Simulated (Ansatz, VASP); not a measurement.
One calculation of MoS2, two programs

```
Mo S
1.0
     3.14972    0.00000    0.00000
    -1.57486    2.72774    0.00000
     0.00000    0.00000    6.31517
Mo S
1 2
Cartesian
  0.0000 0.0000 0.0000
  0.0000 1.8185 1.4883
  0.0000 1.8185 4.8269
```

Change from the starting cell: strain -0.0500 x Voigt [0, 0, 1, 0, 0, 0], atoms carried along.

Alike in both runs: task single point; functional PBE; dispersion D3(BJ); k mesh 12 × 12 × 4; occupations gaussian, width 0.05 eV; no spin polarisation.

|  | VASP | Ansatz |
| --- | --- | --- |
| version | VASP 6.6.1 | Ansatz 0.2.0 |
| potentials or method | VASP PAW PBE potentials, release 64 (Mo_sv, S), cutoff 520 eV | scalar-relativistic, plane waves, PAW |
| valence electrons in the cell | 26 | 26 |

Ansatz gave:

| Property | Result |
| --- | --- |
| gap on the k mesh at the Fermi level (eV) | 0.63 |
| least direct gap on the mesh (eV) | 1.60 |
| pressure (GPa) | 8.8 |
| traceless stress, the component that is largest in VASP (GPa) | 6.90 |
| rms of the force components (eV/Å) | 0.731 |

Task: What did VASP give for the same quantities?

Result: gap on the k mesh at the Fermi level (eV): 0.64; least direct gap on the mesh (eV): 1.60; pressure (GPa): 8.6; traceless stress, the component that is largest in VASP (GPa): 6.84; rms of the force components (eV/Å): 0.721.

Atom by atom the forces differ by 0.010 eV/Å (rms over components).
